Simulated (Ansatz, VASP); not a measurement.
# Si in VASP and in Ansatz

```
Si
1.0
     3.81951    0.00000    0.00000
     0.00000    3.81951    0.00000
     0.00000    0.00000   21.06453
Si
5
Direct
  0.00000 0.50000 0.18989
  0.00000 0.00000 0.25400
  0.50000 0.00000 0.32028
  0.50000 0.50000 0.38285
  0.62500 0.62500 0.49536
```

Alike in both runs: task single point; functional LDA; k mesh 7 × 7 × 1; occupations gaussian, width 0.05 eV; collinear spin.

|  | VASP | Ansatz |
| --- | --- | --- |
| version | VASP 6.6.1 | Ansatz 0.2.0 |
| potentials or method | VASP PAW LDA potentials, release 64 (Si), cutoff 520 eV | scalar-relativistic, plane waves, PAW |
| valence electrons in the cell | 20 | 20 |

|  | VASP | Ansatz | Ansatz less VASP |
| --- | --- | --- | --- |
| gap on the k mesh at the Fermi level (eV) | none | none | - |
| rms of the force components (eV/Å) | 0.461 | 0.461 | -0.0002 |
| net moment per atom (μB) | 0.00 | 0.00 | 0.000 |

Ansatz warns that its potentials were made for another functional, while VASP's fit it. LDA's correlation is that of Perdew and Zunger in VASP and of Perdew and Wang (1992) in Ansatz. Atom by atom the forces differ by 0.001 eV/Å (rms over components). A gap of «none» marks a metal or a gap that the smearing closes. Ansatz's warnings: seeded moment not kept.
